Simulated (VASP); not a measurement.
Set up this calculation in VASP 6.6.1, as the native input.

```
Task                   : single point
Functional             : LDA
Potentials or basis    : VASP PAW LDA potentials, release 64 (Si)
Cutoff                 : 520 eV
k mesh                 : 10 × 10 × 10
Occupations            : gaussian, width 0.03 eV
Spin                   : no spin polarisation
Dipole correction      : no
Further INCAR settings : ALGO = Normal; EDIFF = 1e-06; NBANDS = 16
```

The structure of Si lies in POSCAR:

```
Si
1.0
   -3.2022337019      3.2022337019      1.9369904214
    3.2022337019     -3.2022337019      1.9369904214
    3.2022337019      3.2022337019     -1.9369904214
Si
4
Direct
    0.1788433299      0.1788433299      0.3576866598
    0.8211566701      0.8211566701      0.6423133402
    0.1788433299      0.8211566701      0.0000000000
    0.8211566701      0.1788433299      0.0000000000
```

This cell differs from its parent crystal: strain -0.030 along x and y, +0.015 along z.

These files were run (other wordings do the same):

INCAR

```
PREC     = Accurate       # precision mode
ENCUT    = 520            # plane-wave cutoff, eV
EDIFF    = 1E-6           # SCF threshold, eV
ISMEAR   = 0              # smearing method
SIGMA    = 0.03           # smearing width, eV
LREAL    = False          # projectors in reciprocal space
LASPH    = True           # aspherical terms in the spheres
NELM     = 80             # most SCF steps
ALGO     = Normal         # electronic algorithm
ISIF     = 2              # what is computed and relaxed
LWAVE    = False          # write WAVECAR
LCHARG   = True           # write CHGCAR
GGA      = CA             # functional
LELF     = True           # ELF
LVHAR    = True         
NBANDS   = 16             # bands
```

KPOINTS

```
Automatic mesh
0
Gamma
  10 10 10
```

Potentials or basis: VASP PAW LDA potentials, release 64 (Si).

Run with:

```console
$ cat potpaw_LDA.64/Si/POTCAR > POTCAR
$ mpirun -np 1 vasp_std > vasp.out
```

It gave:

```json
{"Pressure": "4.6 GPa", "Largest force": "0.735 eV/Å", "Band gap on the k mesh": "zero (bands 8 and 9 overlap by 0.14 eV)"}
```

Caveat: the cell differs from its parent crystal (strain -0.030 along x and y, +0.015 along z); the stress differs along the axes, from -1 to 7 GPa; semilocal functionals underestimate gaps, and a narrow one can read as zero.

It took 3.7 min on 1 thread of Intel Xeon 8259CL, on a shared host, peak memory 0.24 GiB.
